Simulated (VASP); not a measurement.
# TePbS4 (P4/mmm) in VASP: a series of runs, part 2 of 2

VASP 6.6.1. The steps go on from the part before.

## (3) Relaxation of cell and atoms, PBE

This run uses another cell than the first one, of 21.65 Å³/atom, 0.449 times its volume.

Input file INCAR:

```
ALGO     = Normal         # electronic algorithm
EDIFF    = 1E-7           # SCF threshold, eV
EDIFFG   = -0.08          # ionic threshold
ENCUT    = 500            # plane-wave cutoff, eV
GGA      = PE             # functional
GGA_COMPAT= False        
IBRION   = 2              # ionic algorithm
ISIF     = 3              # what is computed and relaxed
ISMEAR   = 0              # smearing method
LASPH    = True           # aspherical terms in the spheres
LCHARG   = False          # write CHGCAR
LREAL    = False          # projectors in reciprocal space
LWAVE    = False          # write WAVECAR
NELM     = 120            # most SCF steps
NELMIN   = 4            
NSW      = 36             # ionic steps
PREC     = Accurate       # precision mode
SIGMA    = 0.15           # smearing width, eV
```

Input file KPOINTS:

```
k-points
0
Gamma
  3 3 2
```

Input file POSCAR:

```
TePbS4
1.0
    4.2446337600      0.0000000000      0.0000000000
    0.0000000000      4.2446337600      0.0000000000
    0.0000000000      0.0000000000      7.2102242100
Te Pb S
1 1 4
Direct
    0.5000000000      0.5000000000      0.5000000000
    0.0000000000      0.0000000000      0.0000000000
    0.0000000000      0.0000000000      0.6051139800
    0.5000000000      0.5000000000      0.1052580000
    0.5000000000      0.5000000000      0.8947420000
    0.0000000000      0.0000000000      0.3948860200
```

Potentials or basis: VASP PAW PBE potentials, release 64 (Te, Pb_d, S).

Command:

```sh
cat potpaw_PBE.64/Te/POTCAR potpaw_PBE.64/Pb_d/POTCAR potpaw_PBE.64/S/POTCAR > POTCAR
mpirun -np 1 vasp_std > vasp.out
```

OUTCAR:

```text
EDIFF = 1E-7
   EDIFFG = -0.08
   ENCUT = 500
   GGA = PE
   IBRION = 2
   ISIF = 3
   ISMEAR = 0
   LASPH = True
   LREAL = False
   NELM = 120
   NELMIN = 4
   NSW = 36
   PREC = Accurate

 ion  position               nearest neighbor table
   1  0.500  0.500  0.500-   4 2.85   5 2.85   3 3.10   6 3.10   3 3.10   6 3.10   3 3.10   6 3.10
                             3 3.10   6 3.10
   2  0.000  0.000  0.000-   3 2.85   6 2.85   5 3.10   4 3.10   4 3.10   5 3.10   4 3.10   5 3.10
                             4 3.10   5 3.10
   3  0.000  0.000  0.605-   6 1.52   2 2.85   1 3.10   1 3.10   1 3.10   1 3.10
   4  0.500  0.500  0.105-   5 1.52   1 2.85   2 3.10   2 3.10   2 3.10   2 3.10
   5  0.500  0.500  0.895-   4 1.52   1 2.85   2 3.10   2 3.10   2 3.10   2 3.10
   6  0.000  0.000  0.395-   3 1.52   2 2.85   1 3.10   1 3.10   1 3.10   1 3.10

  LATTYP: Found a simple tetragonal cell.
 ALAT       =     4.2446337600
 C/A-ratio  =     1.6986681579

  Lattice vectors:

 A1 = (   4.2446337600,   0.0000000000,   0.0000000000)
 A2 = (   0.0000000000,   4.2446337600,   0.0000000000)
 A3 = (   0.0000000000,   0.0000000000,   7.2102242100)

Analysis of symmetry for initial positions (statically):
=====================================================================
 Subroutine PRICEL returns:
 Original cell was already a primitive cell.

 Routine SETGRP: Setting up the symmetry group for a
 simple tetragonal supercell.

 Subroutine GETGRP returns: Found 16 space group operations
 (whereof 16 operations were pure point group operations)
 out of a pool of 16 trial point group operations.

The static configuration has the point symmetry D_4h.

Analysis of symmetry for dynamics (positions and initial velocities):
=====================================================================
 Subroutine PRICEL returns:
 Original cell was already a primitive cell.

 Routine SETGRP: Setting up the symmetry group for a
 simple tetragonal supercell.

 Subroutine GETGRP returns: Found 16 space group operations
 (whereof 16 operations were pure point group operations)
[... 105 lines left out ...]
   EFERMI =   0.00;   METHOD = LEGACY
   ISMEAR =     0;   SIGMA  =   0.15  broadening in eV -4-tet -1-fermi 0-gaus
   EFERMI_NEDOS =   21; number of points for ismear=-14 and -15
   IALGO  =     38    algorithm
   IMIX   =      4    mixing-type and parameters
     AMIX     =   0.40;   BMIX     =  1.00
     AMIX_MAG =   1.60;   BMIX_MAG =  1.00
  volume/ion in A,a.u.               =      21.65       146.11
  Fermi-wavevector in a.u.,A,eV,Ry     =   1.141167  2.156493 17.718361  1.302263
  Thomas-Fermi vector in A             =   2.277868
   LORBIT       =      0    0 simple, 1 ext, 2 COOP (PROOUT), +10 PAW based schemes
   GGA     = PE    functional components
   LHFCALC =     F    Hartree Fock is set to
   AEXX    =    0.0000 exact exchange contribution
   IVDW    =     0    specifies the selected vdW correction
   LEPSILON=     F    determine dielectric tensor
   LRPA    =     F    only Hartree local field effects (RPA)
 conjugate gradient relaxation of ions
 non-spin polarized calculation
 Gauss-broadening in eV      SIGMA  =   0.15
  energy-cutoff  :      500.00
  volume of cell :      129.91
 maximum number of plane-waves:      3307
 NGX is ok and might be reduce to    32
   NGX = 15   NGY = 15   NGZ = 27

--------------------------------------- Ionic step        1  -------------------------------------------

 number of electron      44.0000011 magnetization

 Free energy of the ion-electron system (eV)
  ---------------------------------------------------
  ext. energy  EPLUGINS =         0.00000000
  ---------------------------------------------------
  free energy    TOTEN  =        -9.19103435 eV

  energy without entropy =       -9.15523198  energy(sigma->0) =       -9.17313317

------------------------ aborting loop because EDIFF is reached ----------------------------------------

  FORCE on cell =-STRESS in cart. coord.  units (eV):
  Direction    XX          YY          ZZ          XY          YZ          ZX
  --------------------------------------------------------------------------------------
  -------------------------------------------------------------------------------------
  Total        3.5545072      3.5545072    106.4578676      0.0000000      0.0000000      0.0000000
  in kB       43.8390125     43.8390125   1312.9830746      0.0000000      0.0000000      0.0000000
  external PRESSURE =     466.8870332 kB  Pullay stress =       0.0000000 kB
[... 466 lines left out ...]
     25       8.9424      0.00000
     26       8.9991      0.00000

[... ionic steps 4 to 22 ...]

--------------------------------------- Ionic step       23  -------------------------------------------

 number of electron      43.9999991 magnetization

------------------------ aborting loop because EDIFF is reached ----------------------------------------
[... 75 lines left out ...]
--------------------------------------- Ionic step       25  -------------------------------------------

 number of electron      43.9999985 magnetization

 Free energy of the ion-electron system (eV)
  ---------------------------------------------------
  ext. energy  EPLUGINS =         0.00000000
  ---------------------------------------------------
  free energy    TOTEN  =       -20.72087215 eV

  energy without entropy =      -20.66046053  energy(sigma->0) =      -20.69066634

 E-fermi :   6.5034     XC(G=0):  -9.9556

 val. band max:        6.4909040338   @ k =   0.3333   0.3333   0.0000
 cond. band min:       6.7516704500   @ k =   0.3333   0.0000   0.0000
 fundamental gap:      0.2607664162
 Fermi energy:         6.5033607604
[... 205 lines left out ...]
  FREE ENERGIE OF THE ION-ELECTRON SYSTEM (eV)
  ---------------------------------------------------
  free  energy   TOTEN  =       -20.7208721507 eV

  energy  without entropy=      -20.6604605350  energy(sigma->0) =      -20.69066634

 reached required accuracy - stopping structural energy minimisation
```

OSZICAR:

```text
N       E                     dE             d eps       ncg     rms          rms(c)
DAV:   1     0.417366019333E+03    0.41737E+03   -0.19193E+04   312   0.155E+03
DAV:   2     0.338968240727E+02   -0.38347E+03   -0.37421E+03   350   0.385E+02
DAV:   3    -0.921992452510E+01   -0.43117E+02   -0.41501E+02   416   0.132E+02
[... 363 lines left out ...]
DAV:   5    -0.207208632909E+02    0.26607E-04   -0.34338E-04   366   0.985E-02    0.740E-02
DAV:   6    -0.207208662725E+02   -0.29816E-05   -0.23664E-05   412   0.263E-02    0.631E-02
DAV:   7    -0.207208712002E+02   -0.49277E-05   -0.15491E-05   344   0.279E-02    0.187E-02
DAV:   8    -0.207208721268E+02   -0.92657E-06   -0.42217E-06   414   0.138E-02    0.935E-03
DAV:   9    -0.207208721507E+02   -0.23874E-07   -0.24387E-07   268   0.322E-03
  25 F= -.20720872E+02 E0= -.20690666E+02  d E =-.355895E-02
```

It took 5.7 min on 1 thread of Intel Xeon Platinum 8488C (Sapphire Rapids), shared host; peak memory 0.24 GiB.

Results:

* Free energy: -20.7209 eV
* Relaxed volume: 22.51 Å³/atom
* Relaxed cell: a = 3.379 Å, b = 3.379 Å, c = 11.833 Å, α = 90.00°, β = 90.00°, γ = 90.00°
* Space group after relaxing (to 0.05 Å): P4/mmm (No. 123)
* Energy gained by relaxing: 1921.6 meV/atom
* Ionic steps: 25
* Pressure after relaxing: -0.4 GPa
* Largest force after relaxing: 0.040 eV/Å
* Band gap on the k mesh: zero (band 22 reaches 7.93 eV, above the bottom of band 23 at 5.97 eV)

Forces on the atoms (eV/Å):
```
Te   0.000  0.000  0.000
Pb   0.000  0.000  0.000
S    0.000  0.000 -0.040
S    0.000  0.000  0.024
S    0.000  0.000 -0.024
S    0.000  0.000  0.040
```

The path:
```tsv
step	energy change (eV)	largest force (eV/Å)	pressure (GPa)	volume (Å³)
1	0.0000	32.9024	46.69	129.91
2	-7.3368	1.5731	-5.35	255.08
3	-7.6471	1.3953	-5.00	248.37
4	-7.8421	1.2250	-4.66	243.10
5	-8.6094	0.5153	-3.00	217.54
6	-9.1409	0.8975	0.25	172.89
7	-9.0036	1.0956	-0.40	187.90
8	-9.0556	1.0756	-0.27	184.58
9	-9.5814	0.5075	-4.16	183.44
10	-9.7206	0.2263	-5.80	182.47
11	-10.1111	0.3800	-5.99	173.45
12	-10.9221	0.6532	-5.14	153.29
13	-10.4157	1.0065	12.79	115.58
14	-11.1567	0.5352	-3.73	144.44
15	-11.3202	0.6387	-0.82	133.13
16	-11.3205	0.6685	-0.45	132.20
17	-11.3465	0.5854	-0.08	131.45
18	-11.3859	0.2873	1.18	129.21
19	-11.4092	0.2584	0.86	130.00
20	-11.4628	0.1609	-0.06	132.36
21	-11.5007	0.0425	-1.59	137.11
22	-11.5216	0.0376	-1.13	136.44
23	-11.5262	0.0352	-0.80	136.02
24	-11.5263	0.0350	-0.76	135.97
25	-11.5298	0.0403	-0.37	135.07
```

Final structure:
```
CELL_PARAMETERS angstrom
3.37860 0.00000 0.00000
0.00000 3.37860 0.00000
0.00000 0.00000 11.83263
ATOMIC_POSITIONS crystal
Te 0.50000 0.50000 0.50000
Pb 0.00000 0.00000 0.00000
S 0.00000 0.00000 0.76458
S 0.50000 0.50000 0.23890
S 0.50000 0.50000 0.76110
S 0.00000 0.00000 0.23542
```

Levels at points of the mesh, in eV from the Fermi level:
| k point | band 20 | band 21 | band 22 | band 23 | band 24 | band 25 |
| --- | --- | --- | --- | --- | --- | --- |
| (0.00, 0.00, 0.00) | 0.49 | 1.42 | 1.42 | 2.54 | 3.05 | 3.78 |
| (0.00, 0.00, 0.50) | 0.53 | 1.42 | 1.42 | 1.90 | 3.07 | 3.76 |

Caveat: the k points lie up to 0.62 Å⁻¹ apart in the final cell; spin-orbit coupling is left out, which moves the levels of the heavy elements; the relaxation stopped at a loose force limit of 0.08 eV/Å, so its end isn't a converged minimum.
